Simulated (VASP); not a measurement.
# Mo in VASP: single point with PBE+D3(BJ)

Aim: the single point of Mo with PBE+D3(BJ).

Program: VASP 6.6.1. These are calculated values, not measurements. Logs are shortened: lines on timing, memory, paths and dates and some standing lists are left out, and cuts for length are marked.

### Step 1. The cell of the first run

The cell holds a slab with vacuum, 4 atoms: a = 3.181 Å, b = 3.181 Å, c = 24.753 Å, α = 90.00°, β = 90.00°, γ = 90.00°.

### Step 2. Single point, PBE+D3(BJ)

File INCAR:

```
ALGO = Normal
DIPOL = 0.5 0.5 0.653
EDIFF = 1E-6
ENCUT = 400
GGA = PE
GGA_COMPAT = False
IDIPOL = 3
ISIF = 2
ISMEAR = 1
IVDW = 12
LASPH = True
LCHARG = True
LDIPOL = True
LELF = True
LREAL = False
LVACPOTAV = True
LVHAR = True
LWAVE = False
NBANDS = 36
NELM = 120
NELMDL = -8
PREC = Accurate
SIGMA = 0.1
```

File KPOINTS:

```
k-points
0
Gamma
  10 10 1
```

File POSCAR:

```
Mo
1.0
    3.1805471853      0.0000000000      0.0000000000
    0.0000000000      3.1805471853      0.0000000000
    0.0000000000      0.0000000000     24.7526770487
Mo
4
Direct
    0.0000000000      0.0000000000      0.5625327008
    0.5000000000      0.5000000000      0.6204034736
    0.0000000000      0.0000000000      0.6866929105
    0.5000000000      0.5000000000      0.7405044285
```

Potentials or basis: VASP PAW PBE potentials, release 64 (Mo_sv).

On the command line:

```bash
$ cat potpaw_PBE.64/Mo_sv/POTCAR > POTCAR
$ mpirun -np 1 vasp_std > vasp.out
```

OUTCAR:

```text
EDIFF = 1E-6
   ENCUT = 400
   GGA = PE
   ISIF = 2
   ISMEAR = 1
   IVDW = 12
   LASPH = True
   LREAL = False
   NELM = 120
   NELMDL = -8
   PREC = Accurate
 IVDW          = 12

 ion  position               nearest neighbor table
   1  0.000  0.000  0.563-   2 2.67   2 2.67   2 2.67   2 2.67   3 3.07
   2  0.500  0.500  0.620-   1 2.67   1 2.67   1 2.67   1 2.67   3 2.78   3 2.78   3 2.78   3 2.78
                             4 2.97
   3  0.000  0.000  0.687-   4 2.61   4 2.61   4 2.61   4 2.61   2 2.78   2 2.78   2 2.78   2 2.78
                             1 3.07
   4  0.500  0.500  0.741-   3 2.61   3 2.61   3 2.61   3 2.61   2 2.97

  LATTYP: Found a simple tetragonal cell.
 ALAT       =     3.1805471853
 C/A-ratio  =     7.7825215620

  Lattice vectors:

 A1 = (   3.1805471853,   0.0000000000,   0.0000000000)
 A2 = (   0.0000000000,   3.1805471853,   0.0000000000)
 A3 = (   0.0000000000,   0.0000000000,  24.7526770487)

Analysis of symmetry for initial positions (statically):
=====================================================================
 Subroutine PRICEL returns:
 Original cell was already a primitive cell.

 Routine SETGRP: Setting up the symmetry group for a
 simple tetragonal supercell.

 Subroutine GETGRP returns: Found  8 space group operations
 (whereof  8 operations were pure point group operations)
 out of a pool of 16 trial point group operations.

The static configuration has the point symmetry C_4v.

Analysis of symmetry for dynamics (positions and initial velocities):
=====================================================================
 Subroutine PRICEL returns:
 Original cell was already a primitive cell.

 Routine SETGRP: Setting up the symmetry group for a
 simple tetragonal supercell.

 Subroutine GETGRP returns: Found  8 space group operations
 (whereof  8 operations were pure point group operations)
 out of a pool of 16 trial point group operations.

The dynamic configuration has the point symmetry C_4v.

 Subroutine INISYM returns: Found  8 space group operations
 (whereof  8 operations are pure point group operations),
 and found     1 'primitive' translations

----------------------------------------------------------------------------------------

                                     Primitive cell

  volume of cell :     250.3951

  direct lattice vectors                    reciprocal lattice vectors
     3.180547185  0.000000000  0.000000000     0.314411308  0.000000000  0.000000000
     0.000000000  3.180547185  0.000000000     0.000000000  0.314411308  0.000000000
     0.000000000  0.000000000 24.752677049     0.000000000  0.000000000  0.040399671

  length of vectors
     3.180547185  3.180547185 24.752677049     0.314411308  0.314411308  0.040399671

  position of ions in fractional coordinates (direct lattice)
     0.000000000  0.000000000  0.562532701
     0.500000000  0.500000000  0.620403474
     0.000000000  0.000000000  0.686692910
     0.500000000  0.500000000  0.740504429

  ion indices of the primitive-cell ions
   primitive index   ion index
                 1           1
                 2           2
                 3           3
                 4           4

----------------------------------------------------------------------------------------

 KPOINTS: k-points

Automatic generation of k-mesh.
 Grid dimensions read from file:
 generate k-points for:   10   10    1

 Generating k-lattice:

  Cartesian coordinates                     Fractional coordinates (reciprocal lattice)
     0.031441131  0.000000000  0.000000000     0.100000000  0.000000000  0.000000000
     0.000000000  0.031441131  0.000000000     0.000000000  0.100000000  0.000000000
     0.000000000  0.000000000  0.040399671     0.000000000  0.000000000  1.000000000

  Length of vectors
     0.031441131  0.031441131  0.040399671

  Shift w.r.t. Gamma in fractional coordinates (k-lattice)
     0.000000000  0.000000000  0.000000000

 Subroutine IBZKPT returns following result:
 ===========================================

 Found     21 irreducible k-points:

 Following reciprocal coordinates:
            Coordinates               Weight
  0.000000  0.000000  0.000000      1.000000
  0.100000  0.000000  0.000000      4.000000
  0.200000  0.000000  0.000000      4.000000
  0.300000  0.000000  0.000000      4.000000
  0.400000  0.000000  0.000000      4.000000
  0.500000  0.000000  0.000000      2.000000
[... 13 lines left out ...]
  0.500000  0.400000  0.000000      4.000000
  0.500000  0.500000  0.000000      1.000000
   k-points           NKPTS =     21   k-points in BZ     NKDIM =     21   number of bands    NBANDS=     36
   number of dos      NEDOS =    301   number of ions     NIONS =      4
   total plane-waves  NPLWV =  93312
   dimension x,y,z NGX =    24 NGY =   24 NGZ =  162
   dimension x,y,z NGXF=    48 NGYF=   48 NGZF=  324
   ions per type =               4
   NGX,Y,Z   is equivalent  to a cutoff of  12.54, 12.54, 10.88 a.u.
   NGXF,Y,Z  is equivalent  to a cutoff of  25.09, 25.09, 21.76 a.u.
 SYSTEM =  unknown system
   PREC   = accura    normal or accurate (medium, high low for compatibility)
   ISTART =      0    job   : 0-new  1-cont  2-samecut
   ICHARG =      2    charge: 1-file 2-atom 10-const
   ISPIN  =      1    spin polarized calculation?
   LNONCOLLINEAR =      F non collinear calculations
   LSORBIT =      F    spin-orbit coupling
   LASPH  =      T    aspherical Exc in radial PAW
   ENCUT  =  400.0 eV  29.40 Ry    5.42 a.u.   5.19  5.19 40.37*2*pi/ulx,y,z
   NELM   =    120;   NELMIN=  2; NELMDL= -8     # of ELM steps
   EDIFF  = 0.1E-05   stopping-criterion for ELM
   LREAL  =      F    real-space projection
   EDIFFG = 0.1E-04   stopping-criterion for IOM
   NSW    =      0    number of steps for IOM
   IBRION =     -1    ionic relax: 0-MD 1-quasi-New 2-CG
   NFREE  =      0    steps in history (QN), initial steepest desc. (CG)
   ISIF   =      2    stress and relaxation
   ISYM   =      2    0-nonsym 1-usesym 2-fastsym
   POTIM  = 0.5000    time-step for ionic-motion
   TEBEG  =    0.0;   TEEND  =   0.0 temperature during run
   PSTRESS=    0.0 pullay stress
   NELECT =      56.0000    total number of electrons
   NUPDOWN=      -1.0000    fix difference up-down
   EMIN   =  10.00;   EMAX   =-10.00  energy-range for DOS
   EFERMI =   0.00;   METHOD = LEGACY
   ISMEAR =     1;   SIGMA  =   0.10  broadening in eV -4-tet -1-fermi 0-gaus
   EFERMI_NEDOS =   21; number of points for ismear=-14 and -15
   IALGO  =     38    algorithm
   IMIX   =      4    mixing-type and parameters
     AMIX     =   0.40;   BMIX     =  1.00
     AMIX_MAG =   1.60;   BMIX_MAG =  1.00
  volume/ion in A,a.u.               =      62.60       422.44
  Fermi-wavevector in a.u.,A,eV,Ry     =   0.993716  1.877851 13.435361  0.987471
  Thomas-Fermi vector in A             =   2.125617
   LORBIT       =      0    0 simple, 1 ext, 2 COOP (PROOUT), +10 PAW based schemes
   GGA     = PE    functional components
   LHFCALC =     F    Hartree Fock is set to
   AEXX    =    0.0000 exact exchange contribution
   IVDW    =    12    specifies the selected vdW correction
   LEPSILON=     F    determine dielectric tensor
   LRPA    =     F    only Hartree local field effects (RPA)
 non-spin polarized calculation
 Methfessel and Paxton  Order N= 1 SIGMA  =   0.10
  energy-cutoff  :      400.00
  volume of cell :      250.40
 maximum number of plane-waves:      4584
 NGX is ok and might be reduce to    24
   NGX = 11   NGY = 11   NGZ = 81

 dipolmoment           0.000000      0.000000     -0.001861 electrons x Angstroem

 number of electron      56.0000012 magnetization

 dipolmoment           0.000000      0.000000      0.003207 electrons x Angstroem

 Free energy of the ion-electron system (eV)
  ---------------------------------------------------
  ext. energy  EPLUGINS =         0.00000000
  ---------------------------------------------------
  free energy    TOTEN  =       -39.66551985 eV

  energy without entropy =      -39.66090537  energy(sigma->0) =      -39.66398169

 E-fermi :   0.2900     XC(G=0):  -4.2568

 val. band max:        0.2899782432   @ k =   0.1000   0.0000   0.0000
 cond. band min:       0.2971408340   @ k =   0.3000   0.0000   0.0000
 fundamental gap:      0.0071625908
 Fermi energy:         0.2900103918

 k-point     1 :       0.0000    0.0000    0.0000
  band No.  band energies     occupation
      1     -60.6293      2.00000
      2     -60.4679      2.00000
      3     -60.1728      2.00000
      4     -60.0623      2.00000
      5     -34.8653      2.00000
      6     -34.8653      2.00000
[... 28 lines left out ...]
     35       2.5513      0.00000
     36       3.1088      0.00000

 k-point     2 :       0.1000    0.0000    0.0000
  band No.  band energies     occupation
      1     -60.6187      2.00000
      2     -60.4627      2.00000
      3     -60.1765      2.00000
      4     -60.0679      2.00000
      5     -34.9283      2.00000
      6     -34.8700      2.00000
[... 28 lines left out ...]
     35       2.3930      0.00000
     36       2.6081      0.00000

 k-point     3 :       0.2000    0.0000    0.0000
  band No.  band energies     occupation
      1     -60.5890      2.00000
      2     -60.4495      2.00000
      3     -60.1873      2.00000
      4     -60.0833      2.00000
      5     -35.0298      2.00000
      6     -34.9755      2.00000
[... 28 lines left out ...]
     35       2.5403      0.00000
     36       2.5575      0.00000
[... 625 lines left out ...]
 k-point    20 :       0.5000    0.4000    0.0000
  band No.  band energies     occupation
      1     -60.4560      2.00000
      2     -60.4188      2.00000
      3     -60.2067      2.00000
      4     -60.1147      2.00000
      5     -35.2350      2.00000
      6     -35.2285      2.00000
[... 28 lines left out ...]
     35       3.0405      0.00000
     36       3.0647      0.00000

 k-point    21 :       0.5000    0.5000    0.0000
  band No.  band energies     occupation
      1     -60.4541      2.00000
      2     -60.4169      2.00000
      3     -60.2050      2.00000
      4     -60.1129      2.00000
      5     -35.2625      2.00000
      6     -35.2625      2.00000
[... 28 lines left out ...]
     35       3.1192      0.00000
     36       3.1489      0.00000

------------------------ aborting loop because EDIFF is reached ----------------------------------------

 Edisp (eV)   -1.78908

 E8    (eV) :    -0.8862

  FORCE on cell =-STRESS in cart. coord.  units (eV):
  Direction    XX          YY          ZZ          XY          YZ          ZX
  --------------------------------------------------------------------------------------
  -------------------------------------------------------------------------------------
  Total      -6.45848    -6.45848    -0.90363     0.00000     0.00000     0.00000
  in kB     -41.32522   -41.32522    -5.78198     0.00000     0.00000     0.00000
  external pressure =      -29.48 kB  Pullay stress =        0.00 kB

 VOLUME and BASIS-vectors are now :
 -----------------------------------------------------------------------------
  energy-cutoff  :      400.00
  volume of cell :      250.40
      direct lattice vectors                 reciprocal lattice vectors
     3.180547185  0.000000000  0.000000000     0.314411308  0.000000000  0.000000000
     0.000000000  3.180547185  0.000000000     0.000000000  0.314411308  0.000000000
     0.000000000  0.000000000 24.752677049     0.000000000  0.000000000  0.040399671

 POSITION                                       TOTAL-FORCE (eV/Angst)
 -----------------------------------------------------------------------------------
      0.00000      0.00000     13.92419        -0.000000      0.000000      0.840951
      1.59027      1.59027     15.35665        -0.000000      0.000000     -1.132318
      0.00000      0.00000     16.99749         0.000000      0.000000      0.109919
      1.59027      1.59027     18.32947        -0.000000     -0.000000      0.181447
 -----------------------------------------------------------------------------------
    total drift:                                0.000000     -0.000000     -0.000074

  FREE ENERGIE OF THE ION-ELECTRON SYSTEM (eV)
  ---------------------------------------------------
  free  energy   TOTEN  =       -41.4545951061 eV

  energy  without entropy=      -41.4499806213  energy(sigma->0) =      -41.45305694

 vacuum level on the upper side and lower side of the slab         4.119         4.062
```

Wall time 8 min (1 thread of Intel Xeon 8259CL, shared host); peak memory 0.34 GiB.

Results:

```
Free energy                : -41.4546 eV
Largest force              : 1.132 eV/Å
Band gap on the k mesh     : zero (bands 28 and 29 overlap by 1.72 eV)
Dispersion energy per atom : -0.447 eV
```

Forces in eV/Å, atoms in the order of the input:
```
Mo   0.000  0.000  0.841
Mo   0.000  0.000 -1.132
Mo   0.000  0.000  0.110
Mo   0.000  0.000  0.181
```
